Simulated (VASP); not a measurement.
# Te (P1) in VASP: single point with PBE

Aim: the single point of Te with PBE.

All numbers are computed with VASP 6.6.1; they aren't measurements. Logs are shortened: lines on timing, memory, paths and dates and some standing lists are left out, and cuts for length are marked.

**1. The cell of the first run**

The typed cell holds 4 atoms: a = 9.146 Å, b = 2.963 Å, c = 4.355 Å, α = 88.67°, β = 91.58°, γ = 87.77°.

**2. Single point, PBE (atoms moved at random and the cell strained at random)**

INCAR

```
SYSTEM = Te
  PREC = Accurate
  ENCUT = 520
  EDIFF = 1E-6
  ISMEAR = 0
  SIGMA = 0.1
  LREAL = .FALSE.
  LASPH = .TRUE.
  NELM = 100
  ALGO = Normal
  ISIF = 2
  LWAVE = .FALSE.
  LCHARG = .FALSE.
  GGA = PE
  NBANDS = 20
```

KPOINTS

```
Automatic mesh
0
G
  4 12 8
  0 0 0
```

POSCAR

```
Te
1.0
    9.1432522480      0.1740527602     -0.1259555972
    0.0595450890      2.9622184472      0.0354307464
   -0.0609222852      0.0500926471      4.3547178158
Te
4
Direct
    0.7518819156      0.4856988844      0.5144502899
    0.2418580562      0.5033056261      0.4818473704
    0.0015443863      0.4972939548      0.0075505293
    0.5047145567      0.5137015347     -0.0038481895
```

Potentials or basis: VASP PAW PBE potentials, release 64 (Te).

The run is started by

```console
cat potpaw_PBE.64/Te/POTCAR > POTCAR
mpirun -np 1 vasp_std > vasp.out
```

OUTCAR:

```text
SYSTEM = Te
   PREC = Accurate
   ENCUT = 520
   EDIFF = 1E-6
   ISMEAR = 0
   LREAL = .FALSE.
   LASPH = .TRUE.
   NELM = 100
   ISIF = 2
   GGA = PE

 ion  position               nearest neighbor table
   1  0.752  0.486  0.514-   3 3.09   4 3.13   4 3.15   3 3.22
   2  0.242  0.503  0.482-   3 2.98   3 3.22   4 3.24   4 3.25
   3  0.002  0.497  0.008-   2 2.98   1 3.09   2 3.22   1 3.22
   4  0.505  0.514  0.996-   1 3.13   1 3.15   2 3.24   2 3.25

  LATTYP: Found a triclinic cell.
 ALAT       =     2.9630287012
 B/A-ratio  =     2.4544721532
 C/A-ratio  =     4.7353687245
 COS(alpha) =     0.0096488486
 COS(beta)  =     0.4621293803
 COS(gamma) =     0.8009616240

  Lattice vectors:

 A1 = (  -0.0595450890,  -2.9622184472,  -0.0354307464)
 A2 = (  -0.1800124632,  -5.8743442473,   4.2838563230)
 A3 = (  -9.1404978556,  -6.1986749488,  -8.6543415272)

Analysis of symmetry for initial positions (statically):
=====================================================================
 Subroutine PRICEL returns:
 Original cell was already a primitive cell.

 Routine SETGRP: Setting up the symmetry group for a
 triclinic supercell.

 Subroutine GETGRP returns: Found  1 space group operations
 (whereof  1 operations were pure point group operations)
 out of a pool of  2 trial point group operations.

The static configuration has the point symmetry C_1 .

Analysis of symmetry for dynamics (positions and initial velocities):
=====================================================================
 Subroutine PRICEL returns:
 Original cell was already a primitive cell.

 Routine SETGRP: Setting up the symmetry group for a
 triclinic supercell.

 Subroutine GETGRP returns: Found  1 space group operations
 (whereof  1 operations were pure point group operations)
 out of a pool of  2 trial point group operations.

The dynamic configuration has the point symmetry C_1 .

 Subroutine INISYM returns: Found  1 space group operations
 (whereof  1 operations are pure point group operations),
 and found     1 'primitive' translations

----------------------------------------------------------------------------------------

                                     Primitive cell

  volume of cell :     117.8597

  direct lattice vectors                    reciprocal lattice vectors
     9.143252248  0.174052760 -0.125955597     0.109433946 -0.002218406  0.001556494
     0.059545089  2.962218447  0.035430746    -0.006484491  0.337762731 -0.003976028
    -0.060922285  0.050092647  4.354717816     0.003218020 -0.002812262  0.229713374

  length of vectors
     9.145776121  2.963028701  4.355432017     0.109467495  0.337848368  0.229753126

  position of ions in fractional coordinates (direct lattice)
     0.751881916  0.485698884  0.514450290
     0.241858056  0.503305626  0.481847370
     0.001544386  0.497293955  0.007550529
     0.504714557  0.513701535  0.996151811

  ion indices of the primitive-cell ions
   primitive index   ion index
                 1           1
                 2           2
                 3           3
                 4           4

----------------------------------------------------------------------------------------

 KPOINTS: Automatic mesh

Automatic generation of k-mesh.
 Grid dimensions read from file:
 generate k-points for:    4   12    8

 Generating k-lattice:

  Cartesian coordinates                     Fractional coordinates (reciprocal lattice)
     0.027358486 -0.000554601  0.000389123     0.250000000 -0.000000000  0.000000000
    -0.000540374  0.028146894 -0.000331336     0.000000000  0.083333333  0.000000000
     0.000402252 -0.000351533  0.028714172     0.000000000 -0.000000000  0.125000000

  Length of vectors
     0.027366874  0.028154031  0.028719141

  Shift w.r.t. Gamma in fractional coordinates (k-lattice)
     0.000000000  0.000000000  0.000000000

 Subroutine IBZKPT returns following result:
 ===========================================

 Found    196 irreducible k-points:

 Following reciprocal coordinates:
            Coordinates               Weight
  0.000000  0.000000  0.000000      1.000000
  0.250000  0.000000 -0.000000      2.000000
  0.500000  0.000000 -0.000000      1.000000
 -0.000000  0.083333  0.000000      2.000000
  0.250000  0.083333 -0.000000      2.000000
  0.500000  0.083333 -0.000000      2.000000
[... 16 lines left out ...]
 -0.250000  0.416667 -0.000000      2.000000
 -0.000000  0.500000  0.000000      1.000000
 [... further k-points ...]
   k-points           NKPTS =    196   k-points in BZ     NKDIM =    196   number of bands    NBANDS=     20
   number of dos      NEDOS =    301   number of ions     NIONS =      4
   total plane-waves  NPLWV =  53760
   dimension x,y,z NGX =    70 NGY =   24 NGZ =   32
   dimension x,y,z NGXF=   140 NGYF=   48 NGZF=   64
   ions per type =               4
   NGX,Y,Z   is equivalent  to a cutoff of  12.72, 13.47, 12.21 a.u.
   NGXF,Y,Z  is equivalent  to a cutoff of  25.45, 26.93, 24.43 a.u.
 SYSTEM =  Te
   PREC   = accura    normal or accurate (medium, high low for compatibility)
   ISTART =      0    job   : 0-new  1-cont  2-samecut
   ICHARG =      2    charge: 1-file 2-atom 10-const
   ISPIN  =      1    spin polarized calculation?
   LNONCOLLINEAR =      F non collinear calculations
   LSORBIT =      F    spin-orbit coupling
   LASPH  =      T    aspherical Exc in radial PAW
   ENCUT  =  520.0 eV  38.22 Ry    6.18 a.u.  17.01  5.51  8.10*2*pi/ulx,y,z
   NELM   =    100;   NELMIN=  2; NELMDL= -5     # of ELM steps
   EDIFF  = 0.1E-05   stopping-criterion for ELM
   LREAL  =      F    real-space projection
   EDIFFG = 0.1E-04   stopping-criterion for IOM
   NSW    =      0    number of steps for IOM
   IBRION =     -1    ionic relax: 0-MD 1-quasi-New 2-CG
   NFREE  =      0    steps in history (QN), initial steepest desc. (CG)
   ISIF   =      2    stress and relaxation
   ISYM   =      2    0-nonsym 1-usesym 2-fastsym
   POTIM  = 0.5000    time-step for ionic-motion
   TEBEG  =    0.0;   TEEND  =   0.0 temperature during run
   PSTRESS=    0.0 pullay stress
   NELECT =      24.0000    total number of electrons
   NUPDOWN=      -1.0000    fix difference up-down
   EMIN   =  10.00;   EMAX   =-10.00  energy-range for DOS
   EFERMI =   0.00;   METHOD = LEGACY
   ISMEAR =     0;   SIGMA  =   0.10  broadening in eV -4-tet -1-fermi 0-gaus
   EFERMI_NEDOS =   21; number of points for ismear=-14 and -15
   IALGO  =     38    algorithm
   IMIX   =      4    mixing-type and parameters
     AMIX     =   0.40;   BMIX     =  1.00
     AMIX_MAG =   1.60;   BMIX_MAG =  1.00
  volume/ion in A,a.u.               =      29.46       198.84
  Fermi-wavevector in a.u.,A,eV,Ry     =   0.963142  1.820074 12.621333  0.927642
  Thomas-Fermi vector in A             =   2.092661
   LORBIT       =      0    0 simple, 1 ext, 2 COOP (PROOUT), +10 PAW based schemes
   GGA     = PE    functional components
   LHFCALC =     F    Hartree Fock is set to
   AEXX    =    0.0000 exact exchange contribution
   IVDW    =     0    specifies the selected vdW correction
   LEPSILON=     F    determine dielectric tensor
   LRPA    =     F    only Hartree local field effects (RPA)
 non-spin polarized calculation
 Gauss-broadening in eV      SIGMA  =   0.10
  energy-cutoff  :      520.00
  volume of cell :      117.86
 maximum number of plane-waves:      3203
 NGX is ok and might be reduce to    70
   NGX = 33   NGY = 11   NGZ = 17

 number of electron      24.0000000 magnetization

 Free energy of the ion-electron system (eV)
  ---------------------------------------------------
  ext. energy  EPLUGINS =         0.00000000
  ---------------------------------------------------
  free energy    TOTEN  =       -12.00075920 eV

  energy without entropy =      -11.98894119  energy(sigma->0) =      -11.99485019

 E-fermi :   7.8453     XC(G=0):  -9.7326

 val. band max:        7.8418457244   @ k =   0.0000   0.1667   0.3750
 cond. band min:       7.8488659700   @ k =  -0.0000  -0.0833   0.1250
 fundamental gap:      0.0070202455
 Fermi energy:         7.8453328475

 k-point     1 :       0.0000    0.0000    0.0000
  band No.  band energies     occupation
      1      -6.6657      2.00000
      2      -5.3798      2.00000
      3      -5.0718      2.00000
      4      -2.9618      2.00000
      5       2.4534      2.00000
      6       3.1046      2.00000
[... 12 lines left out ...]
     19      13.7330      0.00000
     20      14.2342      0.00000

 k-point     2 :       0.2500    0.0000   -0.0000
  band No.  band energies     occupation
      1      -6.5798      2.00000
      2      -5.8291      2.00000
      3      -4.5124      2.00000
      4      -3.2022      2.00000
      5       2.6732      2.00000
      6       3.2072      2.00000
[... 12 lines left out ...]
     19      13.8386      0.00000
     20      14.4043      0.00000

 k-point     3 :       0.5000    0.0000   -0.0000
  band No.  band energies     occupation
      1      -6.4061      2.00000
      2      -6.1671      2.00000
      3      -3.8600      2.00000
      4      -3.7330      2.00000
      5       3.0948      2.00000
      6       3.3510      2.00000
[... 12 lines left out ...]
     19      15.0175      0.00000
     20      15.1832      0.00000

 k-point     4 :      -0.0000    0.0833    0.0000
  band No.  band energies     occupation
      1      -6.5564      2.00000
      2      -5.2718      2.00000
      3      -4.9599      2.00000
      4      -2.8497      2.00000
      5       2.5550      2.00000
      6       3.2062      2.00000
[... 12 lines left out ...]
     19      13.9448      0.00000
     20      14.3090      0.00000

 k-point     5 :       0.2500    0.0833   -0.0000
  band No.  band energies     occupation
      1      -6.4763      2.00000
      2      -5.7025      2.00000
      3      -4.4265      2.00000
      4      -3.0746      2.00000
      5       2.7537      2.00000
      6       3.3117      2.00000
[... 12 lines left out ...]
     19      13.9509      0.00000
     20      14.5902      0.00000
[... 353 lines left out ...]
      6       2.0918      2.00000
[... 12 lines left out ...]
     19      12.3046      0.00000
     20      12.6586      0.00000

 k-point    22 :       0.5000    0.4167   -0.0000
  band No.  band energies     occupation
      1      -4.1221      2.00000
      2      -3.8625      2.00000
      3      -1.4961      2.00000
      4      -1.3028      2.00000
      5       1.6464      2.00000
      6       1.8709      2.00000
[... 12 lines left out ...]
     19      12.7666      0.00000
     20      12.9631      0.00000

 k-point    23 :      -0.2500    0.4167   -0.0000
  band No.  band energies     occupation
      1      -4.2769      2.00000
      2      -3.5691      2.00000
      3      -2.0925      2.00000
      4      -0.7954      2.00000
      5       1.4627      2.00000
      6       2.2555      2.00000
[... 12 lines left out ...]
     19      12.5027      0.00000
     20      12.7896      0.00000

 k-point    24 :      -0.0000    0.5000    0.0000
  band No.  band energies     occupation
      1      -4.0564      2.00000
      2      -2.7430      2.00000
      3      -2.3950      2.00000
      4      -0.0718      2.00000
      5       0.8379      2.00000
      6       2.0099      2.00000
[... 12 lines left out ...]
     19      12.5310      0.00000
     20      12.5891      0.00000

 [... further k-points ...]
[... 5 lines left out ...]
  --------------------------------------------------------------------------------------
  -------------------------------------------------------------------------------------
  Total        3.7932018      9.2583213      3.5883305      0.1451087      0.1627604      1.0044691
  in kB       51.5645517    125.8570496     48.7795444      1.9725989      2.2125542     13.6546906
  external PRESSURE =      75.4003819 kB  Pullay stress =       0.0000000 kB

 VOLUME and BASIS-vectors are now :
 -----------------------------------------------------------------------------
  energy-cutoff  :      520.00
  volume of cell :      117.86
      direct lattice vectors                 reciprocal lattice vectors
     9.143252248  0.174052760 -0.125955597     0.109433946 -0.002218406  0.001556494
     0.059545089  2.962218447  0.035430746    -0.006484491  0.337762731 -0.003976028
    -0.060922285  0.050092647  4.354717816     0.003218020 -0.002812262  0.229713374

 POSITION                                       TOTAL-FORCE (eV/Angst)
 -----------------------------------------------------------------------------------
      6.87223      1.59538      2.16279         0.104111      0.041396     -0.012437
      2.21198      1.55713      2.08568         0.472983      0.020351      0.182342
      0.04327      1.47374      0.05031        -0.277909     -0.016868     -0.109026
      4.58463      1.65944      4.29259        -0.299185     -0.044878     -0.060879
 -----------------------------------------------------------------------------------
    total drift:                               -0.000006     -0.000020     -0.000035

  FREE ENERGIE OF THE ION-ELECTRON SYSTEM (eV)
  ---------------------------------------------------
  free  energy   TOTEN  =       -12.0007591965 eV

  energy  without entropy=      -11.9889411890  energy(sigma->0) =      -11.99485019
```

Wall time 1.9 min (1 thread of Intel Xeon 6975P-C (Granite Rapids), shared host); peak memory 0.46 GiB.

What came out:

- Free energy: -12.0008 eV
- Pressure: 7.5 GPa
- Largest force: 0.507 eV/Å
- Band gap on the k mesh: zero (bands 12 and 13 overlap by 3.93 eV)

Forces on the atoms (eV/Å):
```
Te   0.104  0.041 -0.012
Te   0.473  0.020  0.182
Te  -0.278 -0.017 -0.109
Te  -0.299 -0.045 -0.061
```

Caveat: the cell differs from its parent crystal (atoms moved at random and the cell strained at random); the stress differs along the axes, from 5 to 13 GPa; spin-orbit coupling is left out, which moves the levels of the heavy elements.
